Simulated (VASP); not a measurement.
# InSb (F-43m) in VASP: notebook

The runs below take InSb through single point, with PBE.

All numbers are computed with VASP 6.6.1; they aren't measurements. Logs are shortened: lines on timing, memory, paths and dates and some standing lists are left out, and cuts for length are marked.

## Step 1: The cell of the first run

It takes space group F-43m (No. 216, cubic). Conventional cell: a = 6.391 Å, b = 6.391 Å, c = 6.391 Å, α = 90.00°, β = 90.00°, γ = 90.00°. In (site symmetry -43m) has 4 Sb at 2.77 Å within 3.6 Å. Within 3.6 Å of Sb (site symmetry -43m) lie 4 In at 2.77 Å.

## Step 2: Single point, PBE (32.62 Å³/atom)

INCAR

```
SYSTEM = InSb
PREC = Accurate
ENCUT = 520
EDIFF = 1E-7
ISMEAR = -1
SIGMA = 0.03
LREAL = .False.
LASPH = .True.
NELM = 80
ALGO = Normal
ISIF = 2
LWAVE = .False.
LCHARG = .False.
GGA = PE
NBANDS = 16
```

KPOINTS

```
regular mesh
0
Gamma
  10 10 10
  0 0 0
```

POSCAR

```
InSb
1.0
    0.0000000000      3.1953230120      3.1953230120
    3.1953230120      0.0000000000      3.1953230120
    3.1953230120      3.1953230120      0.0000000000
In Sb
1 1
Direct
    0.0000000000      0.0000000000      0.0000000000
    0.7500000000      0.7500000000      0.7500000000
```

Potentials or basis: VASP PAW PBE potentials, release 64 (In_d, Sb).

Run with:

```console
$ cat potpaw_PBE.64/In_d/POTCAR potpaw_PBE.64/Sb/POTCAR > POTCAR
$ mpirun -np 1 vasp_std > vasp.out
```

OUTCAR:

```text
SYSTEM = InSb
   PREC = Accurate
   ENCUT = 520
   EDIFF = 1E-7
   ISMEAR = -1
   LREAL = .False.
   LASPH = .True.
   NELM = 80
   ISIF = 2
   GGA = PE

 ion  position               nearest neighbor table
   1  0.000  0.000  0.000-   2 2.77   2 2.77   2 2.77   2 2.77
   2  0.750  0.750  0.750-   1 2.77   1 2.77   1 2.77   1 2.77

  LATTYP: Found a face centered cubic cell.
 ALAT       =     6.3906460240

  Lattice vectors:

 A1 = (   0.0000000000,   3.1953230120,   3.1953230120)
 A2 = (   3.1953230120,   0.0000000000,   3.1953230120)
 A3 = (   3.1953230120,   3.1953230120,   0.0000000000)

Analysis of symmetry for initial positions (statically):
=====================================================================
 Subroutine PRICEL returns:
 Original cell was already a primitive cell.

 Routine SETGRP: Setting up the symmetry group for a
 face centered cubic supercell.

 Subroutine GETGRP returns: Found 24 space group operations
 (whereof 24 operations were pure point group operations)
 out of a pool of 48 trial point group operations.

The static configuration has the point symmetry T_d .

Analysis of symmetry for dynamics (positions and initial velocities):
=====================================================================
 Subroutine PRICEL returns:
 Original cell was already a primitive cell.

 Routine SETGRP: Setting up the symmetry group for a
 face centered cubic supercell.

 Subroutine GETGRP returns: Found 24 space group operations
 (whereof 24 operations were pure point group operations)
 out of a pool of 48 trial point group operations.

The dynamic configuration has the point symmetry T_d .

 Subroutine INISYM returns: Found 24 space group operations
 (whereof 24 operations are pure point group operations),
 and found     1 'primitive' translations

----------------------------------------------------------------------------------------

                                     Primitive cell

  volume of cell :      65.2491

  direct lattice vectors                    reciprocal lattice vectors
     0.000000000  3.195323012  3.195323012    -0.156478703  0.156478703  0.156478703
     3.195323012  0.000000000  3.195323012     0.156478703 -0.156478703  0.156478703
     3.195323012  3.195323012  0.000000000     0.156478703  0.156478703 -0.156478703

  length of vectors
[... 80 lines left out ...]
   ENCUT  =  520.0 eV  38.22 Ry    6.18 a.u.   8.40  8.40  8.40*2*pi/ulx,y,z
   NELM   =     80;   NELMIN=  2; NELMDL= -5     # of ELM steps
   EDIFF  = 0.1E-06   stopping-criterion for ELM
   LREAL  =      F    real-space projection
   EDIFFG = 0.1E-05   stopping-criterion for IOM
   NSW    =      0    number of steps for IOM
   IBRION =     -1    ionic relax: 0-MD 1-quasi-New 2-CG
   NFREE  =      0    steps in history (QN), initial steepest desc. (CG)
   ISIF   =      2    stress and relaxation
   ISYM   =      2    0-nonsym 1-usesym 2-fastsym
   POTIM  = 0.5000    time-step for ionic-motion
   TEBEG  =    0.0;   TEEND  =   0.0 temperature during run
   PSTRESS=    0.0 pullay stress
   NELECT =      18.0000    total number of electrons
   NUPDOWN=      -1.0000    fix difference up-down
   EMIN   =  10.00;   EMAX   =-10.00  energy-range for DOS
   EFERMI =   0.00;   METHOD = LEGACY
   ISMEAR =    -1;   SIGMA  =   0.03  broadening in eV -4-tet -1-fermi 0-gaus
   EFERMI_NEDOS =   21; number of points for ismear=-14 and -15
   IALGO  =     38    algorithm
   IMIX   =      4    mixing-type and parameters
     AMIX     =   0.40;   BMIX     =  1.00
     AMIX_MAG =   1.60;   BMIX_MAG =  1.00
  volume/ion in A,a.u.               =      32.62       220.16
  Fermi-wavevector in a.u.,A,eV,Ry     =   1.065715  2.013909 15.452783  1.135748
  Thomas-Fermi vector in A             =   2.201275
   LORBIT       =      0    0 simple, 1 ext, 2 COOP (PROOUT), +10 PAW based schemes
   GGA     = PE    functional components
   LHFCALC =     F    Hartree Fock is set to
   AEXX    =    0.0000 exact exchange contribution
   IVDW    =     0    specifies the selected vdW correction
   LEPSILON=     F    determine dielectric tensor
   LRPA    =     F    only Hartree local field effects (RPA)
 non-spin polarized calculation
  energy-cutoff  :      520.00
  volume of cell :       65.25
 maximum number of plane-waves:      1807
 NGX is ok and might be reduce to    36
   NGX = 17   NGY = 17   NGZ = 17

 number of electron      18.0000005 magnetization

 Free energy of the ion-electron system (eV)
  ---------------------------------------------------
  ext. energy  EPLUGINS =         0.00000000
  ---------------------------------------------------
  free energy    TOTEN  =        -6.83368540 eV

  energy without entropy =       -6.83355278  energy(sigma->0) =       -6.83361909

 E-fermi :   5.6041     XC(G=0):  -8.8637

 val. band max:        5.5538532044   @ k =   0.0000   0.0000   0.0000
 cond. band min:       5.6041784781   @ k =   0.0000   0.0000   0.0000
 fundamental gap:      0.0503252737
 Fermi energy:         5.6041219508

 k-point     1 :       0.0000    0.0000    0.0000
  band No.  band energies     occupation
      1      -9.1493      2.00000
      2      -9.1493      2.00000
      3      -9.1493      2.00000
      4      -9.0518      2.00000
      5      -9.0518      2.00000
      6      -5.4355      2.00000
[... 433 lines left out ...]
      3      -9.1096      2.00000
      4      -9.0682      2.00000
      5      -9.0443      2.00000
      6      -3.9720      2.00000
[... 8 lines left out ...]
     15      15.2732      0.00000
     16      15.8341      0.00000

 [... further k-points ...]

------------------------ aborting loop because EDIFF is reached ----------------------------------------

  FORCE on cell =-STRESS in cart. coord.  units (eV):
  Direction    XX          YY          ZZ          XY          YZ          ZX
  --------------------------------------------------------------------------------------
  -------------------------------------------------------------------------------------
  Total        2.2032696      2.2032696      2.2032696      0.0000000      0.0000000     -0.0000000
  in kB       54.1008310     54.1008310     54.1008310      0.0000000      0.0000000     -0.0000000
  external PRESSURE =      54.1008310 kB  Pullay stress =       0.0000000 kB

 VOLUME and BASIS-vectors are now :
 -----------------------------------------------------------------------------
  energy-cutoff  :      520.00
  volume of cell :       65.25
      direct lattice vectors                 reciprocal lattice vectors
     0.000000000  3.195323012  3.195323012    -0.156478703  0.156478703  0.156478703
     3.195323012  0.000000000  3.195323012     0.156478703 -0.156478703  0.156478703
     3.195323012  3.195323012  0.000000000     0.156478703  0.156478703 -0.156478703

 POSITION                                       TOTAL-FORCE (eV/Angst)
 -----------------------------------------------------------------------------------
      0.00000      0.00000      0.00000        -0.000000     -0.000000     -0.000000
      4.79298      4.79298      4.79298         0.000000      0.000000      0.000000
 -----------------------------------------------------------------------------------
    total drift:                                0.000000      0.000000      0.000000

  FREE ENERGIE OF THE ION-ELECTRON SYSTEM (eV)
  ---------------------------------------------------
  free  energy   TOTEN  =        -6.8336854027 eV

  energy  without entropy=       -6.8335527821  energy(sigma->0) =       -6.83361909
```

OSZICAR:

```text
N       E                     dE             d eps       ncg     rms          rms(c)
DAV:   1     0.113445796365E+03    0.11345E+03   -0.79122E+03  1504   0.113E+03
DAV:   2     0.453704918131E+00   -0.11299E+03   -0.10950E+03  1688   0.284E+02
DAV:   3    -0.674506592120E+01   -0.71988E+01   -0.71783E+01  1928   0.735E+01
DAV:   4    -0.694318577993E+01   -0.19812E+00   -0.19809E+00  1912   0.138E+01
DAV:   5    -0.695314491213E+01   -0.99591E-02   -0.99590E-02  2232   0.257E+00    0.447E+00
DAV:   6    -0.684862003282E+01    0.10452E+00   -0.15524E-01  2152   0.625E+00    0.259E+00
DAV:   7    -0.683209118077E+01    0.16529E-01   -0.75128E-02  2048   0.264E+00    0.653E-01
DAV:   8    -0.683296674196E+01   -0.87556E-03   -0.81778E-03  2040   0.107E+00    0.295E-01
DAV:   9    -0.683360832268E+01   -0.64158E-03   -0.98782E-04  1792   0.264E-01    0.768E-02
DAV:  10    -0.683364332685E+01   -0.35004E-04   -0.46183E-05  2120   0.464E-02    0.401E-02
DAV:  11    -0.683368392111E+01   -0.40594E-04   -0.70463E-05  1696   0.546E-02    0.237E-02
DAV:  12    -0.683368542826E+01   -0.15072E-05   -0.12316E-06  1976   0.767E-03    0.615E-03
DAV:  13    -0.683368546827E+01   -0.40011E-07   -0.12507E-06  1760   0.723E-03    0.308E-03
DAV:  14    -0.683368540274E+01    0.65533E-07   -0.24999E-08  1664   0.102E-03
   1 F= -.68336854E+01 E0= -.68336191E+01  d E =-.132621E-03
```

stdout:

```text
POSCAR found type information on POSCAR InSb
 POSCAR found :  2 types and       2 ions
 scaLAPACK will be used
 LDA part: xc-table for (Slater+PW92), standard interpolation
 POSCAR, INCAR and KPOINTS ok, starting setup
 FFT: planning ... GRIDC
 FFT: planning ... GRID_SOFT
 FFT: planning ... GRID
 WAVECAR not read
 entering main loop
```

It took 84 s on 1 thread of Intel Xeon 8259CL, shared host; peak memory 0.23 GiB.

Results:

| Property | Result |
| --- | --- |
| Free energy | -6.8337 eV |
| Pressure | 5.4 GPa |

Caveat: the cell stands under pressure; spin-orbit coupling is left out, which moves the levels of the heavy elements.

## Step 3: Single point, PBE (33.64 Å³/atom)

This run uses another cell than the first one, of 33.64 Å³/atom.

INCAR

```
PREC = Accurate
ENCUT = 520
EDIFF = 1E-7
ISMEAR = -1
SIGMA = 0.03
LREAL = False
LASPH = True
NELM = 100
ALGO = Normal
ISIF = 2
LWAVE = False
LCHARG = False
GGA = PE
NBANDS = 16
```

KPOINTS

```
Automatic mesh
0
Gamma
  10 10 10
```

POSCAR

```
InSb
1.0
    0.0000000000      3.2282668087      3.2282668087
    3.2282668087      0.0000000000      3.2282668087
    3.2282668087      3.2282668087      0.0000000000
In Sb
1 1
Direct
    0.0000000000      0.0000000000      0.0000000000
    0.7500000000      0.7500000000      0.7500000000
```

Potentials or basis: VASP PAW PBE potentials, release 64 (In_d, Sb).

Run with:

```console
$ cat potpaw_PBE.64/In_d/POTCAR potpaw_PBE.64/Sb/POTCAR > POTCAR
$ mpirun -np 1 vasp_std > vasp.out
```

It took 91 s on 1 thread of Intel Xeon 8259CL, shared host; peak memory 0.23 GiB.

It converged, with:

| Item | Value |
| --- | --- |
| Free energy | -6.8914 eV |
| Pressure | 3.7 GPa |
| Band gap on the k mesh | zero (filled and empty bands touch) |

Levels at points of the mesh, in eV from the Fermi level:
```csv
k point,band 7,band 8,band 9,band 10,band 11,band 12
"(0.00, 0.00, 0.00)",-0.15,-0.02,-0.02,-0.02,2.93,2.93
"(0.50, 0.00, 0.00)",-5.69,-1.05,-1.05,0.53,3.79,3.79
"(0.50, 0.50, 0.00)",-5.99,-2.32,-2.32,1.30,1.30,8.19
```

Caveat: the cell stands under pressure; semilocal functionals underestimate gaps, so a narrow gap can read as zero; spin-orbit coupling is left out, which moves the levels of the heavy elements.
